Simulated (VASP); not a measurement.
# Cr (P6_3/mmc) in VASP: single point with PBE

Aim: the single point of Cr with PBE.

All numbers are computed with VASP 6.6.1; they aren't measurements. Logs are shortened: lines on timing, memory, paths and dates and some standing lists are left out, and cuts for length are marked.

### Step 1. The cell of the first run

The structure is hexagonal, space group P6_3/mmc (No. 194). The conventional cell has a = 2.714 Å, b = 2.714 Å, c = 4.410 Å, α = 90.00°, β = 90.00°, γ = 120.00°. Cr (site symmetry -6m2) has 12 Cr at 2.71 Å within 3.6 Å.

### Step 2. Single point, PBE, collinear spin, antiferromagnetic start

File INCAR:

```
SYSTEM = Cr
PREC = Accurate
ENCUT = 520
EDIFF = 1E-6
ISMEAR = -1
SIGMA = 0.05
LREAL = .False.
LASPH = .True.
NELM = 150
ALGO = Normal
ISIF = 2
LWAVE = .False.
LCHARG = .False.
ISPIN = 2
MAGMOM = 3 3 -3 -3
LORBIT = 11
LMAXMIX = 4
GGA = PE
NBANDS = 36
```

File KPOINTS:

```
Automatic mesh
0
Gamma
  10 10 10
  0 0 0
```

File POSCAR:

```
Cr
1.0
    2.7140000000      0.0000000000      0.0000000000
    0.0000000000      4.7007858918      0.0000000000
    1.3570000000      2.3503929459      4.4100000000
Cr
4
Direct
    0.8750000000      0.2083333334      0.2500000000
    0.3750000000      0.7083333334      0.2500000000
    0.1250000000      0.7916666666      0.7500000000
    0.6250000000      0.2916666666      0.7500000000
```

Potentials or basis: VASP PAW PBE potentials, release 64 (Cr_pv).

Launch:

```sh
$ cat potpaw_PBE.64/Cr_pv/POTCAR > POTCAR
$ mpirun -np 1 vasp_std > vasp.out
```

OUTCAR:

```text
SYSTEM = Cr
   PREC = Accurate
   ENCUT = 520
   EDIFF = 1E-6
   ISMEAR = -1
   LREAL = .False.
   LASPH = .True.
   NELM = 150
   ISIF = 2
   ISPIN = 2
   LORBIT = 11
   GGA = PE

 ion  position               nearest neighbor table
   1  0.875  0.208  0.250-   3 2.71   4 2.71   3 2.71   4 2.71   4 2.71   3 2.71   2 2.71   2 2.71
                             2 2.71   2 2.71
   2  0.375  0.708  0.250-   4 2.71   3 2.71   3 2.71   4 2.71   3 2.71   4 2.71   1 2.71   1 2.71
                             1 2.71   1 2.71
   3  0.125  0.792  0.750-   2 2.71   1 2.71   1 2.71   1 2.71   2 2.71   2 2.71   4 2.71   4 2.71
                             4 2.71   4 2.71
   4  0.625  0.292  0.750-   1 2.71   2 2.71   2 2.71   2 2.71   1 2.71   1 2.71   3 2.71   3 2.71
                             3 2.71   3 2.71

  LATTYP: Found a body centered orthorhombic cell.
 ALAT       =     2.7140000000
 B/A-ratio  =     1.7320508076
 C/A-ratio  =     3.2498157701

  Lattice vectors:

 A1 = (   1.3570000000,   2.3503929459,  -4.4100000000)
 A2 = (  -1.3570000000,  -2.3503929459,  -4.4100000000)
 A3 = (  -1.3570000000,   2.3503929459,   4.4100000000)

Analysis of symmetry for initial positions (statically):
=====================================================================
 Subroutine PRICEL returns following result:

  LATTYP: Found a hexagonal cell.
 ALAT       =     2.7140000000
 C/A-ratio  =     1.6249078850
[... 12 lines left out ...]
 Subroutine GETGRP returns: Found  8 space group operations
 (whereof  4 operations were pure point group operations)
 out of a pool of  8 trial point group operations.

The static configuration has the point symmetry C_2h.
 The point group associated with its full space group is D_2h.

Analysis of symmetry for dynamics (positions and initial velocities):
=====================================================================
 Subroutine PRICEL returns following result:

  LATTYP: Found a hexagonal cell.
 ALAT       =     2.7140000000
 C/A-ratio  =     1.6249078850
[... 12 lines left out ...]
 Subroutine GETGRP returns: Found  8 space group operations
 (whereof  4 operations were pure point group operations)
 out of a pool of  8 trial point group operations.

The dynamic configuration has the point symmetry C_2h.
 The point group associated with its full space group is D_2h.

Analysis of structural, dynamic, and magnetic symmetry:
=====================================================================
 Subroutine PRICEL returns following result:

  LATTYP: Found a hexagonal cell.
 ALAT       =     2.7140000000
 C/A-ratio  =     1.6249078850
[... 12 lines left out ...]
 Subroutine GETGRP returns: Found  8 space group operations
 (whereof  4 operations were pure point group operations)
 out of a pool of  8 trial point group operations.

The overall configuration has the point symmetry C_2h.
 The point group associated with its full space group is D_2h.

 Subroutine INISYM returns: Found  8 space group operations
 (whereof  4 operations are pure point group operations),
 and found     2 'primitive' translations

----------------------------------------------------------------------------------------

                                     Primitive cell

  volume of cell :      28.1312

  direct lattice vectors                    reciprocal lattice vectors
    -2.714000000  0.000000000  0.000000000    -0.368459838 -0.212730387  0.000000000
     1.357000000 -2.350392946  0.000000000    -0.000000000 -0.425460773  0.000000000
     0.000000000  0.000000000  4.410000000     0.000000000  0.000000000  0.226757370

  length of vectors
     2.714000000  2.714000000  4.410000000     0.425460773  0.425460773  0.226757370

  position of ions in fractional coordinates (direct lattice)
     0.666666667  0.333333333  0.250000000
     0.333333333  0.666666667  0.750000000

  ion indices of the primitive-cell ions
   primitive index   ion index
                 1           1
                 2           4

----------------------------------------------------------------------------------------

 KPOINTS: Automatic mesh

Automatic generation of k-mesh.
 Grid dimensions read from file:
 generate k-points for:   10   10   10

 Generating k-lattice:

  Cartesian coordinates                     Fractional coordinates (reciprocal lattice)
     0.036845984  0.000000000 -0.011337868     0.100000000  0.000000000  0.000000000
     0.000000000  0.021273039 -0.011337868     0.000000000  0.100000000  0.000000000
     0.000000000  0.000000000  0.022675737     0.000000000  0.000000000  0.100000000

  Length of vectors
     0.038550925  0.024105797  0.022675737

  Shift w.r.t. Gamma in fractional coordinates (k-lattice)
     0.000000000  0.000000000  0.000000000

 Subroutine IBZKPT returns following result:
 ===========================================

 Found    171 irreducible k-points:

 Following reciprocal coordinates:
            Coordinates               Weight
  0.000000  0.000000  0.000000      1.000000
  0.100000  0.000000  0.000000      4.000000
  0.200000  0.000000  0.000000      4.000000
  0.300000  0.000000  0.000000      4.000000
  0.400000  0.000000  0.000000      4.000000
  0.500000  0.000000  0.000000      2.000000
[... 16 lines left out ...]
 -0.400000  0.200000 -0.000000      8.000000
 -0.300000  0.200000 -0.000000      8.000000
 [... further k-points ...]
   k-points           NKPTS =    171   k-points in BZ     NKDIM =    171   number of bands    NBANDS=     36
   number of dos      NEDOS =    301   number of ions     NIONS =      4
   total plane-waves  NPLWV =  28800
   dimension x,y,z NGX =    20 NGY =   36 NGZ =   40
   dimension x,y,z NGXF=    40 NGYF=   72 NGZF=   80
   ions per type =               4
   NGX,Y,Z   is equivalent  to a cutoff of  12.25, 12.73, 12.84 a.u.
   NGXF,Y,Z  is equivalent  to a cutoff of  24.50, 25.46, 25.68 a.u.
 SYSTEM =  Cr
   PREC   = accura    normal or accurate (medium, high low for compatibility)
   ISTART =      0    job   : 0-new  1-cont  2-samecut
   ICHARG =      2    charge: 1-file 2-atom 10-const
   ISPIN  =      2    spin polarized calculation?
   LNONCOLLINEAR =      F non collinear calculations
   LSORBIT =      F    spin-orbit coupling
   LASPH  =      T    aspherical Exc in radial PAW
   ENCUT  =  520.0 eV  38.22 Ry    6.18 a.u.   5.05  8.74  9.63*2*pi/ulx,y,z
   NELM   =    150;   NELMIN=  2; NELMDL= -5     # of ELM steps
   EDIFF  = 0.1E-05   stopping-criterion for ELM
   LREAL  =      F    real-space projection
   EDIFFG = 0.1E-04   stopping-criterion for IOM
   NSW    =      0    number of steps for IOM
   IBRION =     -1    ionic relax: 0-MD 1-quasi-New 2-CG
   NFREE  =      0    steps in history (QN), initial steepest desc. (CG)
   ISIF   =      2    stress and relaxation
   ISYM   =      2    0-nonsym 1-usesym 2-fastsym
   POTIM  = 0.5000    time-step for ionic-motion
   TEBEG  =    0.0;   TEEND  =   0.0 temperature during run
   PSTRESS=    0.0 pullay stress
   NELECT =      48.0000    total number of electrons
   NUPDOWN=      -1.0000    fix difference up-down
   EMIN   =  10.00;   EMAX   =-10.00  energy-range for DOS
   EFERMI =   0.00;   METHOD = LEGACY
   ISMEAR =    -1;   SIGMA  =   0.05  broadening in eV -4-tet -1-fermi 0-gaus
   EFERMI_NEDOS =   21; number of points for ismear=-14 and -15
   IALGO  =     38    algorithm
   IMIX   =      4    mixing-type and parameters
     AMIX     =   0.40;   BMIX     =  1.00
     AMIX_MAG =   1.60;   BMIX_MAG =  1.00
  volume/ion in A,a.u.               =      14.07        94.92
  Fermi-wavevector in a.u.,A,eV,Ry     =   1.552681  2.934142 32.801180  2.410819
  Thomas-Fermi vector in A             =   2.657021
   LORBIT       =     11    0 simple, 1 ext, 2 COOP (PROOUT), +10 PAW based schemes
   GGA     = PE    functional components
   LHFCALC =     F    Hartree Fock is set to
   AEXX    =    0.0000 exact exchange contribution
   IVDW    =     0    specifies the selected vdW correction
   LEPSILON=     F    determine dielectric tensor
   LRPA    =     F    only Hartree local field effects (RPA)
 spin polarized calculation
  energy-cutoff  :      520.00
  volume of cell :       56.26
 maximum number of plane-waves:      1538
   NGX = 11   NGY = 17   NGZ = 19

 number of electron      48.0000029 magnetization       0.0000000

 number of electron      48.0000029 magnetization      -0.0000000

 Free energy of the ion-electron system (eV)
  ---------------------------------------------------
  ext. energy  EPLUGINS =         0.00000000
  ---------------------------------------------------
  free energy    TOTEN  =       -35.42319647 eV

  energy without entropy =      -35.35857335  energy(sigma->0) =      -35.39088491

 E-fermi :   8.5436     XC(G=0): -12.4777

 val. band max:        8.5425648136   @ k =   0.0000  -0.1000   0.1000
 cond. band min:       8.5453447797   @ k =  -0.1000   0.0000   0.2000
 fundamental gap:      0.0027799661
 Fermi energy:         8.5436405762

 spin component 1

 k-point     1 :       0.0000    0.0000    0.0000
  band No.  band energies     occupation
      1     -35.3446      1.00000
      2     -35.1449      1.00000
      3     -35.0768      1.00000
      4     -35.0642      1.00000
      5     -34.9792      1.00000
      6     -34.9790      1.00000
[... 925 lines left out ...]
     35      13.8488      0.00000
     36      14.3930      0.00000

 [... further k-points ...]

 spin component 2

 k-point     1 :       0.0000    0.0000    0.0000
  band No.  band energies     occupation
      1     -35.3446      1.00000
      2     -35.1449      1.00000
      3     -35.0768      1.00000
      4     -35.0642      1.00000
      5     -34.9792      1.00000
      6     -34.9790      1.00000
[... 925 lines left out ...]
     35      13.8488      0.00000
     36      14.3930      0.00000

 [... further k-points ...]
[... 5 lines left out ...]
  --------------------------------------------------------------------------------------
  -------------------------------------------------------------------------------------
  Total       -2.4048402     -2.5592444     -8.1297745      0.0000000     -0.0000000      0.0000000
  in kB      -68.4822305    -72.8791728   -231.5102260      0.0000000     -0.0000000      0.0000000
  external PRESSURE =    -124.2905431 kB  Pullay stress =       0.0000000 kB

 VOLUME and BASIS-vectors are now :
 -----------------------------------------------------------------------------
  energy-cutoff  :      520.00
  volume of cell :       56.26
      direct lattice vectors                 reciprocal lattice vectors
     2.714000000  0.000000000  0.000000000     0.368459838  0.000000000 -0.113378685
     0.000000000  4.700785892  0.000000000     0.000000000  0.212730387 -0.113378685
     1.357000000  2.350392946  4.410000000     0.000000000  0.000000000  0.226757370

 POSITION                                       TOTAL-FORCE (eV/Angst)
 -----------------------------------------------------------------------------------
      2.71400      1.56693      1.10250        -0.000000      0.003635      0.000000
      1.35700      3.91732      1.10250         0.000000      0.003635      0.000000
      1.35700      5.48425      3.30750         0.000000     -0.003635     -0.000000
      2.71400      3.13386      3.30750        -0.000000     -0.003635     -0.000000
 -----------------------------------------------------------------------------------
    total drift:                                0.000000      0.000000      0.000000

  FREE ENERGIE OF THE ION-ELECTRON SYSTEM (eV)
  ---------------------------------------------------
  free  energy   TOTEN  =       -35.4231964692 eV

  energy  without entropy=      -35.3585733534  energy(sigma->0) =      -35.39088491

 total charge

# of ion       s       p       d       tot
------------------------------------------
    1        0.381   6.270   4.088  10.739
    2        0.381   6.270   4.088  10.739
    3        0.381   6.270   4.088  10.739
    4        0.381   6.270   4.088  10.739
--------------------------------------------------
tot          1.525  25.080  16.352  42.958

 magnetization (x)

# of ion       s       p       d       tot
------------------------------------------
    1        0.027   0.037   2.000   2.064
    2        0.027   0.037   2.000   2.064
    3       -0.027  -0.037  -2.000  -2.064
    4       -0.027  -0.037  -2.000  -2.064
--------------------------------------------------
tot          0.000   0.000   0.000   0.000
```

Wall time 22 min (1 thread of Intel Xeon 8259CL, shared host); peak memory 0.52 GiB.

Results:

* Free energy: -35.4232 eV
* Pressure: -12.4 GPa
* Largest force: 0.004 eV/Å
* Band gap on the k mesh: zero (filled and empty bands overlap)
* Net moment: 0.00 μB per cell
* Site moments: Cr +2.06, -2.06 μB
* Valence electrons inside the program's atomic spheres: Cr 10.74

Forces on the atoms (eV/Å):
```
Cr   0.000  0.004  0.000
Cr   0.000  0.004  0.000
Cr   0.000 -0.004  0.000
Cr   0.000 -0.004  0.000
```

Levels at points of the mesh, in eV from the Fermi level:
Spin up:
| k point | band 21 | band 22 | band 23 | band 24 | band 25 | band 26 | band 27 | band 28 |
| --- | --- | --- | --- | --- | --- | --- | --- | --- |
| (0.00, 0.00, 0.00) | -0.25 | -0.11 | 0.07 | 0.07 | 0.35 | 0.48 | 0.78 | 0.79 |
| (0.50, 0.00, 0.00) | -1.17 | -1.17 | -0.23 | -0.23 | 0.35 | 0.35 | 1.46 | 1.46 |
| (0.00, 0.50, 0.00) | -0.51 | -0.51 | -0.29 | -0.29 | -0.02 | -0.02 | 0.30 | 0.30 |
| (0.50, 0.50, 0.00) | -0.70 | -0.25 | -0.08 | 0.27 | 0.48 | 1.13 | 1.16 | 1.37 |
| (0.00, 0.00, 0.50) | -1.06 | -0.70 | -0.19 | -0.19 | -0.08 | -0.08 | 0.27 | 1.15 |
Spin down:
```csv
k point,band 20,band 21,band 22,band 23,band 24,band 25,band 26,band 27,band 28,band 29
"(0.00, 0.00, 0.00)",-0.98,-0.25,-0.11,0.07,0.07,0.35,0.48,0.78,0.79,1.12
"(0.50, 0.00, 0.00)",-1.71,-1.17,-1.17,-0.23,-0.23,0.35,0.35,1.46,1.46,1.64
"(0.00, 0.50, 0.00)",-1.50,-0.51,-0.51,-0.29,-0.29,-0.02,-0.02,0.30,0.30,1.36
"(0.50, 0.50, 0.00)",-1.14,-0.70,-0.25,-0.08,0.27,0.48,1.13,1.16,1.37,1.81
"(0.00, 0.00, 0.50)",-1.07,-1.06,-0.70,-0.19,-0.19,-0.08,-0.08,0.27,1.15,1.24
```
